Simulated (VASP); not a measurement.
# Re (P6_3/mmc) in VASP: a series of runs

The runs below take Re through single point, with PBEsol.

All numbers are computed with VASP 6.6.1; they aren't measurements. Logs are shortened: lines on timing, memory, paths and dates and some standing lists are left out, and cuts for length are marked.

**1. The cell of the first run**

Symmetry: P6_3/mmc, No. 194, hexagonal system. Conventional cell: a = 2.797 Å, b = 2.797 Å, c = 4.517 Å, α = 90.00°, β = 90.00°, γ = 120.00°. Within 3.7 Å of Re (site symmetry -6m2) lie 12 Re at 2.78 to 2.80 Å.

**2. Single point, PBEsol**

INCAR

```
PREC = Accurate ; ENCUT = 520
EDIFF = 1E-7 ; ISMEAR = -1
SIGMA = 0.05 ; LREAL = F
LASPH = T ; NELM = 80
ALGO = Normal ; ISIF = 2
LWAVE = F ; LCHARG = F
GGA = PS ; NBANDS = 14
```

KPOINTS

```
Automatic mesh
0
Gamma
  11 11 6
```

POSCAR

```
Re
1.0
    2.7971304821      0.0000000000      0.0000000000
   -1.3985652410      2.4223860552      0.0000000000
    0.0000000000      0.0000000000      4.5168672541
Re
2
Direct
    0.6666666667      0.3333333333      0.7500000000
    0.3333333333      0.6666666667      0.2500000000
```

Potentials or basis: VASP PAW PBE potentials, release 64 (Re).

Started as:

```console
$ cat potpaw_PBE.64/Re/POTCAR > POTCAR
$ mpirun -np 1 vasp_std > vasp.out
```

OUTCAR:

```text
PREC = Accurate
   ENCUT = 520
   EDIFF = 1E-7
   ISMEAR = -1
   LREAL = F
   LASPH = T
   NELM = 80
   ISIF = 2
   GGA = PS

 ion  position               nearest neighbor table
   1  0.667  0.333  0.750-   2 2.78   2 2.78   2 2.78   2 2.78   2 2.78   2 2.78
   2  0.333  0.667  0.250-   1 2.78   1 2.78   1 2.78   1 2.78   1 2.78   1 2.78

  LATTYP: Found a hexagonal cell.
 ALAT       =     2.7971304821
 C/A-ratio  =     1.6148217908

  Lattice vectors:

 A1 = (   2.7971304821,   0.0000000000,   0.0000000000)
 A2 = (  -1.3985652410,   2.4223860552,   0.0000000000)
 A3 = (   0.0000000000,   0.0000000000,   4.5168672541)

Analysis of symmetry for initial positions (statically):
=====================================================================
 Subroutine PRICEL returns:
 Original cell was already a primitive cell.

 Routine SETGRP: Setting up the symmetry group for a
 hexagonal supercell.

 Subroutine GETGRP returns: Found 24 space group operations
 (whereof 12 operations were pure point group operations)
 out of a pool of 24 trial point group operations.

The static configuration has the point symmetry D_3d.
 The point group associated with its full space group is D_6h.

Analysis of symmetry for dynamics (positions and initial velocities):
=====================================================================
 Subroutine PRICEL returns:
 Original cell was already a primitive cell.

 Routine SETGRP: Setting up the symmetry group for a
 hexagonal supercell.

 Subroutine GETGRP returns: Found 24 space group operations
 (whereof 12 operations were pure point group operations)
 out of a pool of 24 trial point group operations.

The dynamic configuration has the point symmetry D_3d.
 The point group associated with its full space group is D_6h.

 Subroutine INISYM returns: Found 24 space group operations
 (whereof 12 operations are pure point group operations),
 and found     1 'primitive' translations

----------------------------------------------------------------------------------------

                                     Primitive cell

  volume of cell :      30.6051

  direct lattice vectors                    reciprocal lattice vectors
     2.797130482  0.000000000  0.000000000     0.357509243  0.206408057  0.000000000
    -1.398565241  2.422386055  0.000000000     0.000000000  0.412816115  0.000000000
     0.000000000  0.000000000  4.516867254     0.000000000  0.000000000  0.221392382

  length of vectors
     2.797130482  2.797130482  4.516867254     0.412816115  0.412816115  0.221392382

  position of ions in fractional coordinates (direct lattice)
     0.666666667  0.333333333  0.750000000
[... 91 lines left out ...]
   EMIN   =  10.00;   EMAX   =-10.00  energy-range for DOS
   EFERMI =   0.00;   METHOD = LEGACY
   ISMEAR =    -1;   SIGMA  =   0.05  broadening in eV -4-tet -1-fermi 0-gaus
   EFERMI_NEDOS =   21; number of points for ismear=-14 and -15
   IALGO  =     38    algorithm
   IMIX   =      4    mixing-type and parameters
     AMIX     =   0.40;   BMIX     =  1.00
     AMIX_MAG =   1.60;   BMIX_MAG =  1.00
  volume/ion in A,a.u.               =      15.30       103.27
  Fermi-wavevector in a.u.,A,eV,Ry     =   1.261401  2.383702 21.648659  1.591132
  Thomas-Fermi vector in A             =   2.394862
   LORBIT       =      0    0 simple, 1 ext, 2 COOP (PROOUT), +10 PAW based schemes
   GGA     = PS    functional components
   LHFCALC =     F    Hartree Fock is set to
   AEXX    =    0.0000 exact exchange contribution
   IVDW    =     0    specifies the selected vdW correction
   LEPSILON=     F    determine dielectric tensor
   LRPA    =     F    only Hartree local field effects (RPA)
 non-spin polarized calculation
  energy-cutoff  :      520.00
  volume of cell :       30.61
 maximum number of plane-waves:       839
 NGX is ok and might be reduce to    24
   NGX = 11   NGY = 11   NGZ = 17

 number of electron      14.0000000 magnetization

 Free energy of the ion-electron system (eV)
  ---------------------------------------------------
  ext. energy  EPLUGINS =         0.00000000
  ---------------------------------------------------
  free energy    TOTEN  =       -26.65343948 eV

  energy without entropy =      -26.63797627  energy(sigma->0) =      -26.64570788

 E-fermi :   7.2416     XC(G=0): -13.6064

 val. band max:        7.2395243339   @ k =   0.1818  -0.0000   0.1667
 cond. band min:       7.2806300429   @ k =   0.3636   0.1818   0.3333
 fundamental gap:      0.0411057090
 Fermi energy:         7.2416358691

 k-point     1 :       0.0000    0.0000    0.0000
  band No.  band energies     occupation
      1      -2.3852      2.00000
      2       0.8842      2.00000
      3       5.7518      2.00000
      4       5.7551      2.00000
      5       5.7551      2.00000
      6       6.5423      2.00000
      7       6.5423      2.00000
      8       7.4216      0.05320
      9       7.4216      0.05320
     10       7.7801      0.00004
     11      10.4299      0.00000
     12      10.4299      0.00000
     13      16.7174      0.00000
     14      21.3568      0.00000
[... 377 lines left out ...]
      1      -0.1463      2.00000
      2       2.5257      2.00000
      3       3.8398      2.00000
      4       4.1932      2.00000
      5       5.4087      2.00000
      6       6.0506      2.00000
      7       6.6219      1.99999
      8       7.5312      0.00609
      9       8.2040      0.00000
     10       8.5699      0.00000
     11      10.7939      0.00000
     12      13.6910      0.00000
     13      17.9395      0.00000
     14      22.6659      0.00000

 [... further k-points ...]

------------------------ aborting loop because EDIFF is reached ----------------------------------------

  FORCE on cell =-STRESS in cart. coord.  units (eV):
  Direction    XX          YY          ZZ          XY          YZ          ZX
  --------------------------------------------------------------------------------------
  -------------------------------------------------------------------------------------
  Total       -3.4195238     -3.4195238     -3.4259852     -0.0000000      0.0000000      0.0000000
  in kB     -179.0122689   -179.0122689   -179.3505242     -0.0000000      0.0000000      0.0000000
  external PRESSURE =    -179.1250206 kB  Pullay stress =       0.0000000 kB

 VOLUME and BASIS-vectors are now :
 -----------------------------------------------------------------------------
  energy-cutoff  :      520.00
  volume of cell :       30.61
      direct lattice vectors                 reciprocal lattice vectors
     2.797130482  0.000000000  0.000000000     0.357509243  0.206408057  0.000000000
    -1.398565241  2.422386055  0.000000000     0.000000000  0.412816115  0.000000000
     0.000000000  0.000000000  4.516867254     0.000000000  0.000000000  0.221392382

 POSITION                                       TOTAL-FORCE (eV/Angst)
 -----------------------------------------------------------------------------------
      1.39857      0.80746      3.38765        -0.000000      0.000000      0.000000
     -0.00000      1.61492      1.12922         0.000000     -0.000000      0.000000
 -----------------------------------------------------------------------------------
    total drift:                               -0.000000      0.000000     -0.000000

  FREE ENERGIE OF THE ION-ELECTRON SYSTEM (eV)
  ---------------------------------------------------
  free  energy   TOTEN  =       -26.6534394758 eV

  energy  without entropy=      -26.6379762750  energy(sigma->0) =      -26.64570788
```

OSZICAR:

```text
N       E                     dE             d eps       ncg     rms          rms(c)
DAV:   1     0.200075252723E+02    0.20008E+02   -0.67743E+03  3584   0.124E+03
DAV:   2    -0.271238079839E+02   -0.47131E+02   -0.41291E+02  2948   0.281E+02
DAV:   3    -0.282621078109E+02   -0.11383E+01   -0.10882E+01  2776   0.445E+01
DAV:   4    -0.282733016806E+02   -0.11194E-01   -0.11182E-01  2754   0.315E+00
DAV:   5    -0.282735187816E+02   -0.21710E-03   -0.21708E-03  2768   0.833E-01    0.412E+01
DAV:   6    -0.270404823706E+02    0.12330E+01   -0.10874E+00  3122   0.282E+01    0.157E+01
DAV:   7    -0.266682559145E+02    0.37223E+00   -0.62575E-01  3152   0.210E+01    0.747E-01
DAV:   8    -0.266544821425E+02    0.13774E-01   -0.87636E-03  3094   0.102E+00    0.221E-01
DAV:   9    -0.266534365426E+02    0.10456E-02   -0.52521E-04  3286   0.255E-01    0.383E-02
DAV:  10    -0.266534386291E+02   -0.20865E-05   -0.47451E-05  2882   0.669E-02    0.178E-02
DAV:  11    -0.266534398436E+02   -0.12145E-05   -0.80274E-07  2592   0.208E-02    0.172E-03
DAV:  12    -0.266534394979E+02    0.34576E-06   -0.22296E-07  1882   0.677E-03    0.682E-04
DAV:  13    -0.266534394758E+02    0.22095E-07   -0.16333E-08  1232   0.352E-03
   1 F= -.26653439E+02 E0= -.26645708E+02  d E =-.154632E-01
```

stdout:

```text
POSCAR found type information on POSCAR Re
 POSCAR found :  1 types and       2 ions
 scaLAPACK will be used
 -----------------------------------------------------------------------------
|                                                                             |
|                                                                             |
|     You enforced a specific xc type in the INCAR file but a different       |
|     I HOPE YOU KNOW WHAT YOU ARE DOING!                                     |
|                                                                             |
 -----------------------------------------------------------------------------

 LDA part: xc-table for (Slater+PW92), standard interpolation
 POSCAR, INCAR and KPOINTS ok, starting setup
 FFT: planning ... GRIDC
 FFT: planning ... GRID_SOFT
 FFT: planning ... GRID
 WAVECAR not read
 entering main loop
```

It took 22 s on 1 thread of Intel Xeon Platinum 8375C at 2.90GHz (Ice Lake), shared host; peak memory 0.16 GiB.

What came out:

| Property | Result |
| --- | --- |
| Free energy | -26.6534 eV |
| Pressure | -17.9 GPa |
| Band gap on the k mesh | zero (band 7 reaches 8.48 eV, above the bottom of band 8 at 5.63 eV) |

Caveat: the PAW data sets were made with another functional, which shifts forces and pressure a little; spin-orbit coupling is left out, which moves the levels of the heavy elements.

**3. Single point, PBEsol**

This run uses another cell than the first one, of 15.60 Å³/atom, 1.019 times its volume.

INCAR

```
ALGO = Normal ; EDIFF = 1E-6
ENCUT = 520 ; GGA = PS
ISIF = 2 ; ISMEAR = -1
LASPH = T ; LCHARG = F
LREAL = F ; LWAVE = F
NBANDS = 14 ; NELM = 80
PREC = Accurate ; SIGMA = 0.05
```

KPOINTS

```
k-points
0
Gamma
  11 11 6
```

POSCAR

```
Re
1.0
    2.8149470801      0.0000000000      0.0000000000
   -1.4074735401      2.4378156817      0.0000000000
    0.0000000000      0.0000000000      4.5456378849
Re
2
Direct
    0.6666666667      0.3333333333      0.7500000000
    0.3333333333      0.6666666667      0.2500000000
```

Potentials or basis: VASP PAW PBE potentials, release 64 (Re).

Started as:

```console
$ cat potpaw_PBE.64/Re/POTCAR > POTCAR
$ mpirun -np 1 vasp_std > vasp.out
```

Wall time 23 s (1 thread of Intel Xeon Platinum 8375C at 2.90GHz (Ice Lake), shared host); peak memory 0.16 GiB.

The run converged. Its results:

- Free energy: -26.5774 eV
- Pressure: -23.7 GPa
- Band gap on the k mesh: zero (band 7 reaches 8.21 eV, above the bottom of band 8 at 5.45 eV)

Levels at points of the mesh, in eV from the Fermi level:
| k point | band 5 | band 6 | band 7 | band 8 | band 9 | band 10 |
| --- | --- | --- | --- | --- | --- | --- |
| (0.00, 0.00, 0.00) | -1.44 | -0.68 | -0.68 | 0.18 | 0.18 | 0.51 |
| (0.00, 0.00, 0.50) | -1.56 | -1.56 | -1.56 | -1.56 | 2.34 | 2.34 |

Caveat: the PAW data sets were made with another functional, which shifts forces and pressure a little; spin-orbit coupling is left out, which moves the levels of the heavy elements.
